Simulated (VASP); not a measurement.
Set up this calculation in VASP 6.6.1, as the native input.

* Task: single point
* Functional: PBE
* Potentials or basis: VASP PAW PBE potentials, release 64 (Li_sv, Ta_pv, O)
* Cutoff: 520 eV
* k mesh: 6 × 6 × 4
* Occupations: gaussian, width 0.1 eV
* Spin: collinear spin
* Starting moments: [0.0, 1.0, 1.0, 1.0, 1.0, 0.0] μB
* Dipole correction: no
* Further INCAR settings: ALGO = Normal; EDIFF = 1e-06; NBANDS = 40

The structure of LiTa4O lies in POSCAR:

```
LiTa4O
1.0
    4.6956860905      0.0000000000      0.0000000000
   -2.3478430453      4.0665834426      0.0000000000
    0.0000000000      0.0000000000      5.3552488831
Li Ta O
1 4 1
Direct
    0.0000000000      0.0000000000      0.5000000000
    0.3333333333      0.6666666667      0.7465528020
    0.3333333333      0.6666666667      0.2534471980
    0.6666666667      0.3333333333      0.7465528020
    0.6666666667      0.3333333333      0.2534471980
    0.0000000000      0.0000000000      0.0000000000
```

The cell was built from a structure type or drawn by symmetry, and may not be a known phase.

These files were run (other wordings do the same):

INCAR

```
SYSTEM = LiTa4O
PREC = Accurate
ENCUT = 520
EDIFF = 1E-6
ISMEAR = 0
SIGMA = 0.1
LREAL = .False.
LASPH = .True.
NELM = 150
ALGO = Normal
ISIF = 2
LWAVE = .False.
LCHARG = .False.
ISPIN = 2
MAGMOM = 0 1 1 1 1 0
LORBIT = 11
LMAXMIX = 4
GGA = PE
NBANDS = 40
```

KPOINTS

```
Automatic mesh
0
Gamma
  6 6 4
  0 0 0
```

Potentials or basis: VASP PAW PBE potentials, release 64 (Li_sv, Ta_pv, O).

Run with:

```sh
$ cat potpaw_PBE.64/Li_sv/POTCAR potpaw_PBE.64/Ta_pv/POTCAR potpaw_PBE.64/O/POTCAR > POTCAR
$ mpirun -np 1 vasp_std > vasp.out
```

Results of the run:

```
Largest force                                         : 0.015 eV/Å
Net moment                                            : 0.00 μB per cell
Valence electrons inside the program's atomic spheres : Li 2.10; Ta 8.98; O 4.72
```

It took 110 s on 1 thread of AMD EPYC 9R45 96-Core Processor (Zen 5), with other jobs on the host, peak memory 0.3 GiB.
